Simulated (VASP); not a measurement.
# SrGe12Pt4 (Im-3) in VASP: single point with PBE+D3(BJ)

Aim: the single point of SrGe12Pt4 with PBE+D3(BJ).

Program: VASP 6.6.1. These are calculated values, not measurements. Logs are shortened: lines on timing, memory, paths and dates and some standing lists are left out, and cuts for length are marked.

## (1) The cell of the first run

Symmetry: Im-3, No. 204, cubic system. The conventional cell has a = 8.672 Å, b = 8.672 Å, c = 8.672 Å, α = 90.00°, β = 90.00°, γ = 90.00°. Sr (site symmetry m-3) has 12 Ge at 3.35 Å and 8 Pt at 3.75 Å within 4.4 Å. Ge (site symmetry m) has 2 Pt at 2.51 Å and 6 Ge at 2.51 to 3.28 Å within 3.3 Å. Within 3.3 Å of Pt (site symmetry -3) lie 6 Ge at 2.51 Å.

## (2) Single point, PBE+D3(BJ)

INCAR reads:

```
  PREC = Accurate
  ENCUT = 520
  EDIFF = 1E-7
  ISMEAR = 0
  SIGMA = 0.1
  LREAL = Auto
  LASPH = T
  NELM = 100
  ALGO = Normal
  ISIF = 2
  LWAVE = F
  LCHARG = T
  GGA = PE
  IVDW = 12
  LELF = T
  LVHAR = T
  NBANDS = 123
```

KPOINTS reads:

```
regular mesh
0
Gamma
  6 6 6
```

POSCAR reads:

```
SrGe12Pt4
1.0
   -4.3358642904      4.3358642904      4.3358642904
    4.3358642904     -4.3358642904      4.3358642904
    4.3358642904      4.3358642904     -4.3358642904
Sr Ge Pt
1 12 4
Direct
    0.0000000000      0.0000000000      0.0000000000
    0.8495365197      0.4942483275      0.6447118078
    0.6447118078      0.1504634803      0.7951752881
    0.5057516725      0.3552881922      0.1504634803
    0.1504634803      0.7951752881      0.6447118078
    0.3552881922      0.1504634803      0.5057516725
    0.7951752881      0.6447118078      0.1504634803
    0.1504634803      0.5057516725      0.3552881922
    0.2048247119      0.3552881922      0.8495365197
    0.8495365197      0.2048247119      0.3552881922
    0.3552881922      0.8495365197      0.2048247119
    0.6447118078      0.8495365197      0.4942483275
    0.4942483275      0.6447118078      0.8495365197
    0.5000000000      0.5000000000      0.5000000000
    0.0000000000      0.5000000000      0.0000000000
    0.5000000000      0.0000000000      0.0000000000
    0.0000000000      0.0000000000      0.5000000000
```

Potentials or basis: VASP PAW PBE potentials, release 64 (Sr_sv, Ge_d, Pt).

Run with:

```sh
$ cat potpaw_PBE.64/Sr_sv/POTCAR potpaw_PBE.64/Ge_d/POTCAR potpaw_PBE.64/Pt/POTCAR > POTCAR
$ mpirun -np 1 vasp_std > vasp.out
```

OUTCAR:

```text
PREC = Accurate
   ENCUT = 520
   EDIFF = 1E-7
   ISMEAR = 0
   LREAL = Auto
   LASPH = T
   NELM = 100
   ISIF = 2
   GGA = PE
   IVDW = 12
 IVDW          = 12

 ion  position               nearest neighbor table
   1  0.000  0.000  0.000-   4 3.35   8 3.35   6 3.35   3 3.35   5 3.35   7 3.35   9 3.35  10 3.35
                            11 3.35  12 3.35   2 3.35  13 3.35  17 3.75  14 3.75  17 3.75  15 3.75
   2  0.850  0.494  0.645-  14 2.51  15 2.51  10 2.51   5 2.61   1 3.35
   3  0.645  0.150  0.795-  15 2.51  16 2.51   6 2.51  12 2.61   1 3.35
   4  0.506  0.355  0.150-  14 2.51  16 2.51   7 2.51   9 2.61   1 3.35
   5  0.150  0.795  0.645-  16 2.51  17 2.51   8 2.51   2 2.61   1 3.35
   6  0.355  0.150  0.506-  17 2.51  14 2.51   3 2.51  11 2.61   1 3.35
   7  0.795  0.645  0.150-  15 2.51  17 2.51   4 2.51  13 2.61   1 3.35
   8  0.150  0.506  0.355-  14 2.51  15 2.51   5 2.51  10 2.61   1 3.35
   9  0.205  0.355  0.850-  15 2.51  17 2.51  13 2.51   4 2.61   1 3.35
  10  0.850  0.205  0.355-  16 2.51  17 2.51   2 2.51   8 2.61   1 3.35
  11  0.355  0.850  0.205-  15 2.51  16 2.51  12 2.51   6 2.61   1 3.35
  12  0.645  0.850  0.494-  17 2.51  14 2.51  11 2.51   3 2.61   1 3.35
  13  0.494  0.645  0.850-  14 2.51  16 2.51   9 2.51   7 2.61   1 3.35
  14  0.500  0.500  0.500-   2 2.51   4 2.51   6 2.51   8 2.51  12 2.51  13 2.51   1 3.75   1 3.75

  15  0.000  0.500  0.000-   2 2.51   3 2.51   7 2.51   8 2.51   9 2.51  11 2.51   1 3.75   1 3.75

  16  0.500  0.000  0.000-   3 2.51   4 2.51   5 2.51  10 2.51  11 2.51  13 2.51   1 3.75   1 3.75

  17  0.000  0.000  0.500-   6 2.51  12 2.51   7 2.51   9 2.51  10 2.51   5 2.51   1 3.75   1 3.75

  LATTYP: Found a body centered cubic cell.
 ALAT       =     8.6717285808

  Lattice vectors:

 A1 = (  -4.3358642904,   4.3358642904,   4.3358642904)
 A2 = (   4.3358642904,  -4.3358642904,   4.3358642904)
 A3 = (   4.3358642904,   4.3358642904,  -4.3358642904)

Analysis of symmetry for initial positions (statically):
=====================================================================
 Subroutine PRICEL returns:
 Original cell was already a primitive cell.

 Routine SETGRP: Setting up the symmetry group for a
 body centered cubic supercell.

 Subroutine GETGRP returns: Found 24 space group operations
 (whereof 24 operations were pure point group operations)
 out of a pool of 48 trial point group operations.

The static configuration has the point symmetry T_h .

[... 138 lines left out ...]
   NSW    =      0    number of steps for IOM
   IBRION =     -1    ionic relax: 0-MD 1-quasi-New 2-CG
   NFREE  =      0    steps in history (QN), initial steepest desc. (CG)
   ISIF   =      2    stress and relaxation
   ISYM   =      2    0-nonsym 1-usesym 2-fastsym
   POTIM  = 0.5000    time-step for ionic-motion
   TEBEG  =    0.0;   TEEND  =   0.0 temperature during run
   PSTRESS=    0.0 pullay stress
   NELECT =     218.0000    total number of electrons
   NUPDOWN=      -1.0000    fix difference up-down
   EMIN   =  10.00;   EMAX   =-10.00  energy-range for DOS
   EFERMI =   0.00;   METHOD = LEGACY
   ISMEAR =     0;   SIGMA  =   0.10  broadening in eV -4-tet -1-fermi 0-gaus
   EFERMI_NEDOS =   21; number of points for ismear=-14 and -15
   IALGO  =     38    algorithm
   IMIX   =      4    mixing-type and parameters
     AMIX     =   0.40;   BMIX     =  1.00
     AMIX_MAG =   1.60;   BMIX_MAG =  1.00
  volume/ion in A,a.u.               =      19.18       129.43
  Fermi-wavevector in a.u.,A,eV,Ry     =   1.431522  2.705184 27.881805  2.049255
  Thomas-Fermi vector in A             =   2.551249
   LORBIT       =      0    0 simple, 1 ext, 2 COOP (PROOUT), +10 PAW based schemes
   GGA     = PE    functional components
   LHFCALC =     F    Hartree Fock is set to
   AEXX    =    0.0000 exact exchange contribution
   IVDW    =    12    specifies the selected vdW correction
   LEPSILON=     F    determine dielectric tensor
   LRPA    =     F    only Hartree local field effects (RPA)
 non-spin polarized calculation
 Gauss-broadening in eV      SIGMA  =   0.10
  energy-cutoff  :      520.00
  volume of cell :      326.05
 maximum number of plane-waves:      8810
   NGX = 27   NGY = 27   NGZ = 27

 number of electron     218.0000056 magnetization

 Free energy of the ion-electron system (eV)
  ---------------------------------------------------
  ext. energy  EPLUGINS =         0.00000000
  ---------------------------------------------------
  free energy    TOTEN  =       -86.20698020 eV

  energy without entropy =      -86.15477307  energy(sigma->0) =      -86.18087664

 E-fermi :   6.5747     XC(G=0): -11.2397

 val. band max:        6.5742557997   @ k =   0.3333   0.1667   0.1667
 cond. band min:       6.5815642865   @ k =  -0.3333   0.3333   0.3333
 fundamental gap:      0.0073084868
 Fermi energy:         6.5746571832

 k-point     1 :       0.0000    0.0000    0.0000
  band No.  band energies     occupation
      1     -28.7169      2.00000
      2     -17.7981      2.00000
      3     -17.7981      2.00000
      4     -17.7912      2.00000
      5     -17.7341      2.00000
      6     -17.7341      2.00000
[... 2221 lines left out ...]
    120      10.8752      0.00000
    121      10.8786      0.00000
 [bands above 121 left out]

------------------------ aborting loop because EDIFF is reached ----------------------------------------

 Edisp (eV)   -7.06780

 E8    (eV) :    -3.2293

  FORCE on cell =-STRESS in cart. coord.  units (eV):
  Direction    XX          YY          ZZ          XY          YZ          ZX
  --------------------------------------------------------------------------------------
  -------------------------------------------------------------------------------------
  Total       0.00486     0.00486     0.00486     0.00000     0.00000     0.00000
  in kB       0.02387     0.02387     0.02387     0.00000     0.00000     0.00000
  external pressure =        0.02 kB  Pullay stress =        0.00 kB

 VOLUME and BASIS-vectors are now :
 -----------------------------------------------------------------------------
  energy-cutoff  :      520.00
  volume of cell :      326.05
      direct lattice vectors                 reciprocal lattice vectors
    -4.335864290  4.335864290  4.335864290     0.000000000  0.115317262  0.115317262
     4.335864290 -4.335864290  4.335864290     0.115317262  0.000000000  0.115317262
     4.335864290  4.335864290 -4.335864290     0.115317262  0.115317262  0.000000000

 POSITION                                       TOTAL-FORCE (eV/Angst)
 -----------------------------------------------------------------------------------
      0.00000      0.00000      0.00000         0.000000     -0.000000      0.000000
      1.25490      4.33586      3.03109        -0.002553     -0.000000      0.000791
      1.30478      5.59077      0.00000        -0.000791     -0.002553      0.000000
      0.00000      1.30478      3.08096         0.000000     -0.000791      0.002553
      5.59077      0.00000      1.30478        -0.002553      0.000000     -0.000791
      1.30478      3.08096      0.00000        -0.000791      0.002553      0.000000
[... 9 lines left out ...]
     -2.16793      2.16793      2.16793         0.000000     -0.000000      0.000000
      2.16793      2.16793     -2.16793         0.000000     -0.000000      0.000000
 -----------------------------------------------------------------------------------
    total drift:                                0.000000      0.000000     -0.000000

  FREE ENERGIE OF THE ION-ELECTRON SYSTEM (eV)
  ---------------------------------------------------
  free  energy   TOTEN  =       -93.2747811547 eV

  energy  without entropy=      -93.2225740261  energy(sigma->0) =      -93.24867759
```

OSZICAR:

```text
N       E                     dE             d eps       ncg     rms          rms(c)
DAV:   1     0.409386085004E+04    0.40939E+04   -0.82925E+04  5338   0.473E+03
DAV:   2     0.830174301175E+03   -0.32637E+04   -0.31580E+04  4428   0.133E+03
DAV:   3     0.338702303770E+02   -0.79630E+03   -0.76795E+03  4500   0.332E+02
DAV:   4    -0.821808912230E+02   -0.11605E+03   -0.11100E+03  5592   0.123E+02
DAV:   5    -0.884768405688E+02   -0.62959E+01   -0.61682E+01  5016   0.296E+01    0.256E+01
DAV:   6    -0.867377141046E+02    0.17391E+01   -0.20343E+01  6728   0.128E+01    0.119E+01
DAV:   7    -0.862875081118E+02    0.45021E+00   -0.39857E+00  4952   0.709E+00    0.626E+00
DAV:   8    -0.862295670156E+02    0.57941E-01   -0.63228E-01  5880   0.245E+00    0.161E+00
DAV:   9    -0.862056970525E+02    0.23870E-01   -0.15176E-01  5552   0.168E+00    0.461E-01
DAV:  10    -0.862068661466E+02   -0.11691E-02   -0.12066E-02  5712   0.372E-01    0.161E-01
DAV:  11    -0.862069843299E+02   -0.11818E-03   -0.86464E-04  6752   0.921E-02    0.387E-02
DAV:  12    -0.862069799544E+02    0.43755E-05   -0.10787E-04  5800   0.575E-02    0.153E-02
DAV:  13    -0.862069803486E+02   -0.39423E-06   -0.15367E-05  6312   0.142E-02    0.775E-03
DAV:  14    -0.862069806262E+02   -0.27753E-06   -0.38060E-06  5840   0.106E-02    0.282E-03
DAV:  15    -0.862069805087E+02    0.11748E-06   -0.32260E-07  3800   0.177E-03    0.130E-03
DAV:  16    -0.862069802767E+02    0.23200E-06   -0.82555E-08  2808   0.182E-03    0.392E-04
DAV:  17    -0.862069802028E+02    0.73916E-07   -0.62579E-08  2704   0.899E-04
   1 F= -.93274781E+02 E0= -.93248678E+02  d E =-.522071E-01
```

stdout:

```text
POSCAR found type information on POSCAR SrGePt
 POSCAR found :  3 types and      17 ions
 scaLAPACK will be used
 LDA part: xc-table for (Slater+PW92), standard interpolation
 POSCAR, INCAR and KPOINTS ok, starting setup
 FFT: planning ... GRIDC
 FFT: planning ... GRID_SOFT
 FFT: planning ... GRID
 WAVECAR not read
 entering main loop
```

It took 28 min on 1 thread of Intel Xeon Platinum 8259CL at 2.50GHz (Skylake/Cascade Lake), shared host; peak memory 0.73 GiB.

Results:

* Free energy: -93.2748 eV
* Pressure: 0.0 GPa
* Band gap on the k mesh: zero (band 109 reaches 6.73 eV, above the bottom of band 110 at 6.14 eV)
* Dispersion energy per atom: -0.416 eV

Forces on the atoms (eV/Å):
```
Sr   0.000  0.000  0.000
Ge  -0.003  0.000  0.001
Ge  -0.001 -0.003  0.000
Ge   0.000 -0.001  0.003
Ge  -0.003  0.000 -0.001
Ge  -0.001  0.003  0.000
Ge   0.000 -0.001 -0.003
Ge   0.003  0.000 -0.001
Ge   0.000  0.001  0.003
Ge   0.003  0.000  0.001
Ge   0.001  0.003  0.000
Ge   0.001 -0.003  0.000
Ge   0.000  0.001 -0.003
Pt   0.000  0.000  0.000
Pt   0.000  0.000  0.000
Pt   0.000  0.000  0.000
Pt   0.000  0.000  0.000
```

Caveat: spin-orbit coupling is left out, which moves the levels of the heavy elements; pairwise dispersion overbinds metals, which lowers pressure and volume.
